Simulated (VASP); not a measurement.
Here is a VASP 6.6.1 calculation.

Contents of POSCAR:

```
Sr
1.0
    4.3100000000      0.0000000000      0.0000000000
   -2.1550000000      3.7325690000      0.0000000000
    0.0000000000      0.0000000000      7.0500000000
Sr
2
Direct
    0.3333333333      0.6666666667      0.2500000000
    0.6666666667      0.3333333333      0.7500000000
```

File INCAR.step1:

```
ALGO     = Normal         # electronic algorithm
EDIFF    = 1E-4           # SCF threshold, eV
ENCUT    = 520            # plane-wave cutoff, eV
GGA      = PE             # functional
ISMEAR   = 1              # smearing method
LASPH    = True           # aspherical terms in the spheres
LCHARG   = False          # write CHGCAR
LREAL    = False          # projectors in reciprocal space
LWAVE    = True           # write WAVECAR
NBANDS   = 17             # bands
NELM     = 100            # most SCF steps
PREC     = Accurate       # precision mode
SIGMA    = 0.1            # smearing width, eV
```

INCAR.step2

```
ALGO     = Normal         # electronic algorithm
EDIFF    = 1E-7           # SCF threshold, eV
ENCUT    = 520            # plane-wave cutoff, eV
ISIF     = 2              # what is computed and relaxed
ISMEAR   = 1              # smearing method
ISTART   = 1            
LASPH    = True           # aspherical terms in the spheres
LCHARG   = False          # write CHGCAR
LMIXTAU  = True         
LREAL    = False          # projectors in reciprocal space
LWAVE    = False          # write WAVECAR
METAGGA  = R2SCAN         # meta-GGA
NBANDS   = 17             # bands
NELM     = 100            # most SCF steps
PREC     = Accurate       # precision mode
SIGMA    = 0.1            # smearing width, eV
```

File KPOINTS:

```
k-points
0
Gamma
  4 4 2
```

Potentials or basis: VASP PAW PBE potentials, release 64 (Sr_sv).

Run with:

```console
$ cat potpaw_PBE.64/Sr_sv/POTCAR > POTCAR
$ cp INCAR.step1 INCAR
$ mpirun -np 1 vasp_std > vasp.out
$ cp INCAR.step2 INCAR
$ mpirun -np 1 vasp_std > vasp.out
```

Problem. Estimate the band gap on the k mesh.

Solution. Zero (band 10 reaches 1.75 eV, above the bottom of band 11 at 1.41 eV).

Problem. What does it give for the pressure?

Solution. 0.2 GPa.

Stress tensor (GPa, compression positive):
```
-0.37  0.00  0.00
 0.00 -0.37  0.00
 0.00  0.00  1.47
```

Caveat: the k points lie up to 0.45 Å⁻¹ apart; the PAW data sets were made with another functional, which shifts forces and pressure a little.
